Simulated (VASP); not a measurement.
**Gd: single point with PBE**

Gd:

```
Gd
1.0
    -2.02500    2.02500    2.02500
     2.02500   -2.02500    2.02500
     2.02500    2.02500   -2.02500
Gd
1
Direct
  0.00000 0.00000 0.00000
```

This isn't the form of Gd at room conditions, which is hcp.

- Program: VASP 6.6.1
- Task: single point
- Functional: PBE
- Potentials or basis: VASP PAW PBE potentials, release 64 (Gd)
- Cutoff: 600 eV
- k mesh: 10 × 10 × 10
- Occupations: gaussian, width 0.05 eV
- Spin: collinear spin, ferromagnetic start
- Starting moments: [7.0] μB

```
Pressure                                              : 0.0 GPa
Net moment                                            : 7.69 μB per cell
Site moments                                          : Gd +7.03 μB
Valence electrons inside the program's atomic spheres : Gd 15.20
```

Levels at points of the mesh, in eV from the Fermi level:
Spin up:
```csv
k point,band 9,band 10,band 11,band 12,band 13,band 14,band 15,band 16,band 17,band 18
"(0.00, 0.00, 0.00)",-4.86,-4.86,-4.86,-4.84,1.29,1.29,1.29,3.52,3.52,10.39
"(0.50, 0.00, 0.00)",-4.87,-4.87,-4.85,-2.42,-0.30,1.08,3.41,4.19,6.12,8.31
"(0.50, 0.50, 0.50)",-4.85,-4.85,-4.85,-1.90,-1.90,5.45,5.45,5.45,5.87,5.87
```
Spin down:
```tsv
k point	band 2	band 3	band 4	band 5	band 6	band 7	band 8	band 9
(0.00, 0.00, 0.00)	-19.93	-19.93	-19.93	-4.15	0.34	0.34	0.34	0.63
(0.50, 0.00, 0.00)	-20.76	-20.19	-19.94	-1.48	0.35	0.40	0.47	0.57
(0.50, 0.50, 0.50)	-20.49	-20.49	-20.49	-1.09	-1.09	0.39	0.46	0.46
```

Run time: 2.5 min on 1 thread of Intel(R) Xeon(R) Platinum 8259CL CPU @ 2.50GHz (Skylake/Cascade Lake) (shared host), peak memory 0.22 GiB.

Caveat: spin-orbit coupling is left out, which moves the levels of the heavy elements; semilocal functionals describe open f shells poorly, which spoils levels, moments and volumes. The state reached can hang on the start; a lower one may exist.
